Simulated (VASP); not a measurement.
Ta: single point with r2SCAN

Crystal: Ta.

```
Ta
1.0
     2.86117    0.00000    0.00000
    -1.43059    2.47785    0.00000
     0.00000    0.00000    5.09645
Ta
2
Direct
  0.33333 0.66667 0.25000
  0.66667 0.33333 0.75000
```

This isn't the form of Ta at room conditions, which is bcc.

```json
{
  "Program": "VASP 6.6.1",
  "Task": "single point",
  "Functional": "r2SCAN",
  "Potentials or basis": "VASP PAW PBE potentials, release 64 (Ta_pv)",
  "Cutoff": "520 eV",
  "k mesh": "11 × 11 × 5",
  "Occupations": "fermi-dirac, width 0.05 eV",
  "Spin": "no spin polarisation",
  "Dipole correction": "no",
  "Further INCAR settings": "ALGO = Normal; EDIFF = 1e-07; NBANDS = 18"
}
```

```
Pressure               : 5.2 GPa
Band gap on the k mesh : zero (bands 11 and 12 overlap by 1.58 eV)
```

Stress tensor (GPa, compression positive):
```
4.83 0.00 0.00
0.00 4.83 0.00
0.00 0.00 5.81
```

Levels at points of the mesh, in eV from the Fermi level:
```csv
k point,band 8,band 9,band 10,band 11,band 12,band 13,band 14,band 15
"(0.00, 0.00, 0.00)",-5.34,-0.69,-0.29,0.65,0.65,1.27,1.27,3.34
```

Wall time 3.9 min on 1 thread of Intel Xeon 8259CL, on a shared host, peak memory 0.18 GiB.

Caveat: the cell stands under pressure; the PAW data sets were made with another functional, which shifts forces and pressure a little; spin-orbit coupling is left out, which moves the levels of the heavy elements.
